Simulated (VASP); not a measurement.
Rh, 3 atoms in the cell. Symmetry: C2/m, No. 12, monoclinic system. Conventional cell: a = 4.519 Å, b = 2.798 Å, c = 2.730 Å, α = 90.00°, β = 123.49°, γ = 90.00°. Within 3.5 Å of Rh (site symmetry 2/m) lie 12 Rh at 2.66 to 2.80 Å. 

```yaml
Program: VASP 6.6.1
Task: single point
Functional: PBE
Potentials_or_basis: VASP PAW PBE potentials, release 64 (Rh_pv)
Cutoff: 520 eV
k_mesh: 5 × 4 × 44
Occupations: gaussian, width 0.1 eV
Spin: no spin polarisation
Dipole_correction: no
Further_INCAR_settings: ALGO = Fast; EDIFF = 1e-06; NBANDS = 30
```

Potentials or basis: VASP PAW PBE potentials, release 64 (Rh_pv).

Launch:

```console
$ cat potpaw_PBE.64/Rh_pv/POTCAR > POTCAR
$ mpirun -np 1 vasp_std > vasp.out
```

Hardware: 1 thread of Intel(R) Xeon(R) 6975P-C (Granite Rapids) (shared host).

Question: Estimate the wall time of this run.

Answer: Wall time 10 min on 1 thread of Intel(R) Xeon(R) 6975P-C (Granite Rapids) (shared host), peak memory 0.58 GiB. Counts: scf iterations 14, k points 442.
